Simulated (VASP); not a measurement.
Write the native input for VASP 6.6.1 that does the following.

```
Task                   : single point
Functional             : PBEsol
Potentials or basis    : VASP PAW PBE potentials, release 64 (Au)
Cutoff                 : 520 eV
k mesh                 : 11 × 11 × 6
Occupations            : fermi-dirac, width 0.05 eV
Spin                   : no spin polarisation
Dipole correction      : no
Further INCAR settings : ALGO = Normal; EDIFF = 1e-07; NBANDS = 18
```

The structure of Au lies in POSCAR:

```
Au
1.0
    1.3940075856     -2.4148302957      0.0000000000
    1.3940075856      2.4148302957      0.0000000000
    0.0000000000      0.0000000000      4.6231650275
Au
2
Direct
    0.3333954408      0.6666045592      0.2500000000
    0.6666045592      0.3333954408      0.7500000000
```

This isn't the form of Au at room conditions, which is fcc.

The input as run:

INCAR

```
SYSTEM = Au
PREC = Accurate
ENCUT = 520
EDIFF = 1E-7
ISMEAR = -1
SIGMA = 0.05
LREAL = .False.
LASPH = .True.
NELM = 60
ALGO = Normal
ISIF = 2
LWAVE = .False.
LCHARG = .False.
GGA = PS
NBANDS = 18
```

KPOINTS

```
regular mesh
0
Gamma
  11 11 6
  0 0 0
```

Potentials or basis: VASP PAW PBE potentials, release 64 (Au).

The run is started by

```sh
$ cat potpaw_PBE.64/Au/POTCAR > POTCAR
$ mpirun -np 1 vasp_std > vasp.out
```

Results of the run:

The pressure is 19.6 GPa. The band gap on the k mesh is zero (bands 11 and 12 overlap by 6.79 eV).

Caveat: the cell stands under pressure; the PAW data sets were made with another functional, which shifts forces and pressure a little; spin-orbit coupling is left out, which moves the levels of the heavy elements.

Wall time 23 s on 1 thread of Intel(R) Xeon(R) 6975P-C (Granite Rapids), on a shared host, peak memory 0.2 GiB.
